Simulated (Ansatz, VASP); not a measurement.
**Ge7I: VASP beside Ansatz**

```xyz
8
Lattice="0.0000 4.4764 4.4764 4.4764 0.0000 4.4764 4.4764 4.4764 0.0000" Properties=species:S:1:pos:R:3 pbc="T T T"
Ge    0.0000    2.2382    2.2382
Ge    4.4764    2.2382    2.2382
Ge    2.2382    0.0000    2.2382
Ge    2.2382    4.4764    2.2382
Ge    2.2382    2.2382    0.0000
Ge    2.2382    2.2382    4.4764
Ge    4.4764    4.4764    4.4764
I     0.0000    0.0000    0.0000
```

Alike in both runs: task relaxation of cell and atoms; functional PBE; k mesh 4 × 4 × 4; occupations gaussian, width 0.1 eV; no spin polarisation.

|  | VASP | Ansatz |
| --- | --- | --- |
| version | VASP 6.6.1 | Ansatz 0.2.0 |
| potentials or method | VASP PAW PBE potentials, release 64 (Ge_d, I), cutoff 600 eV | scalar-relativistic, plane waves, PAW |
| valence electrons in the cell | 105 | 115 |

VASP gave:

| Quantity | Value |
| --- | --- |
| gap on the k mesh at the Fermi level, each at its own relaxed structure (eV) | none |
| relaxed volume (Å³/atom) | 21.81 |
| relaxed cell length with the largest relative difference (Å) | 6.272 |

Question: Estimate Ansatz's values.

Answer: gap on the k mesh at the Fermi level, each at its own relaxed structure (eV): none; relaxed volume (Å³/atom): 21.65; relaxed cell length with the largest relative difference (Å): 6.257.

A gap of «none» marks a metal or a gap that the smearing closes. VASP's potentials hold 105 valence electrons a cell and Ansatz's 115, so a difference there can come from the potentials and not from the codes.

Spin-orbit coupling is off throughout.
